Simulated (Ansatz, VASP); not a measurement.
## Al8H: VASP beside Ansatz

```xyz
18
Lattice="5.7135 0.0000 0.0000 0.0000 8.0801 0.0000 0.0000 0.0000 22.2433" Properties=species:S:1:pos:R:3 pbc="T T T"
Al    1.4284    2.0200    4.0000
Al    1.4284    6.0601    4.0000
Al    4.2851    2.0200    4.0000
Al    4.2851    6.0601    4.0000
Al    0.0000    0.0000    5.4284
Al    0.0000    4.0401    5.4284
Al    2.8568    0.0000    5.4284
Al    2.8568    4.0401    5.4284
Al    1.4284    2.0200    6.9012
Al    1.4284    6.0601    6.9012
Al    4.2851    2.0200    6.9012
Al    4.2851    6.0601    6.9012
Al    0.0000    0.0000    8.2433
Al    0.0000    4.0401    8.2433
Al    2.8568    0.0000    8.2433
Al    2.8568    4.0401    8.2433
H     1.4284    1.5605   11.8433
H     1.4284    2.4795   11.8433
```

Alike in both runs: task single point; functional PBE; k mesh 5 × 4 × 1; occupations gaussian, width 0.1 eV; no spin polarisation.

```csv
,VASP,Ansatz
version,VASP 6.6.1,Ansatz 0.2.0
potentials or method,"VASP PAW PBE potentials, release 64 (Al, H), cutoff 520 eV","scalar-relativistic, plane waves, PAW"
valence electrons in the cell,50,50
```

```csv
,VASP,Ansatz,Ansatz less VASP
gap on the k mesh at the Fermi level (eV),none,none,-
rms of the force components (eV/Å),0.682,0.682,0.0000
"work function, face that differs most (eV)",4.08,4.08,-0.003
```

Atom by atom the forces differ by 0.001 eV/Å (rms over components). A gap of «none» marks a metal or a gap that the smearing closes.
